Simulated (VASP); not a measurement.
Wanted: the native input for a VASP 6.6.1 run.

```
Task                   : single point
Functional             : PBE
Potentials or basis    : VASP PAW PBE potentials, release 64 (Na_pv, Hg, I)
Cutoff                 : 520 eV
k mesh                 : 12 × 12 × 1
Occupations            : gaussian, width 0.1 eV
Spin                   : no spin polarisation
Dipole correction      : yes
Further INCAR settings : ALGO = Normal; EDIFF = 1e-06; NBANDS = 24
```

The structure of NaHgI2 lies in POSCAR:

```
NaHgI2
1.0
    4.3277017218      0.0000000000      0.0000000000
    0.0000000000      4.3277017218      0.0000000000
    0.0000000000      0.0000000000     34.3821900901
Na Hg I
1 1 2
Direct
    1.0000000000      1.0000000000      0.2763058425
    0.5000000000      0.5000000000      0.2763058425
    0.0000000000      0.0000000000      0.1914671749
    0.0000000000      0.0000000000      0.3611445101
```

These files were run (other wordings do the same):

INCAR

```
PREC = Accurate
ENCUT = 520
EDIFF = 1E-6
ISMEAR = 0
SIGMA = 0.1
LREAL = F
LASPH = T
NELM = 100
ALGO = Normal
ISIF = 2
LWAVE = F
LCHARG = F
LDIPOL = T
IDIPOL = 3
DIPOL = 0.5 0.5 0.276
GGA = PE
NBANDS = 24
```

KPOINTS

```
Automatic mesh
0
Gamma
  12 12 1
```

Potentials or basis: VASP PAW PBE potentials, release 64 (Na_pv, Hg, I).

Command:

```bash
$ cat potpaw_PBE.64/Na_pv/POTCAR potpaw_PBE.64/Hg/POTCAR potpaw_PBE.64/I/POTCAR > POTCAR
$ mpirun -np 1 vasp_std > vasp.out
```

Results of the run:

| Item | Value |
| --- | --- |
| Largest force | 0.004 eV/Å |

Caveat: an odd number of electrons without spin polarisation forces a metal; a magnetic or distorted state may lie lower.

It took 9.8 min on 1 thread of Intel(R) Xeon(R) Platinum 8375C CPU @ 2.90GHz (Ice Lake) (shared host), peak memory 0.86 GiB.
